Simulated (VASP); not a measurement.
## Re: single point with PBEsol

The system is Re.

```xyz
2
Lattice="2.7472 0.0000 0.0000 -1.3736 2.3792 0.0000 0.0000 0.0000 4.4323" Properties=species:S:1:pos:R:3 pbc="T T T"
Re    0.0000    1.5861    1.1081
Re    1.3736    0.7931    3.3242
```

```json
{"Program": "VASP 6.6.1", "Task": "single point", "Functional": "PBEsol", "Potentials or basis": "VASP PAW PBE potentials, release 64 (Re)", "Cutoff": "520 eV", "k mesh": "20 × 20 × 12", "Occupations": "fermi-dirac, width 0.1 eV", "Spin": "no spin polarisation"}
```

```json
{
 "Pressure": "2.1 GPa",
 "Band gap on the k mesh": "zero (bands 7 and 8 overlap by 3.43 eV)"
}
```

Stress tensor (GPa, compression positive):
```
2.11 0.00 0.00
0.00 2.11 0.00
0.00 0.00 1.97
```

Levels at points of the mesh, in eV from the Fermi level:
```tsv
k point	band 4	band 5	band 6	band 7	band 8	band 9	band 10	band 11
(0.00, 0.00, 0.00)	-1.63	-1.61	-0.77	-0.77	0.18	0.18	0.66	3.45
(0.50, 0.00, 0.00)	-2.00	-1.75	-1.39	-0.60	4.07	4.50	4.62	6.21
(0.00, 0.00, 0.50)	-2.43	-1.76	-1.76	-1.76	-1.76	2.62	2.62	2.62
(0.50, 0.00, 0.50)	-4.19	0.39	0.39	0.96	0.96	4.39	4.39	4.90
```

Wall time 2.3 min on 1 thread of Oxide Virtual Turin-like Processor (shared host), peak memory 0.19 GiB.

Caveat: the PAW data sets were made with another functional, which shifts forces and pressure a little; spin-orbit coupling is left out, which moves the levels of the heavy elements.
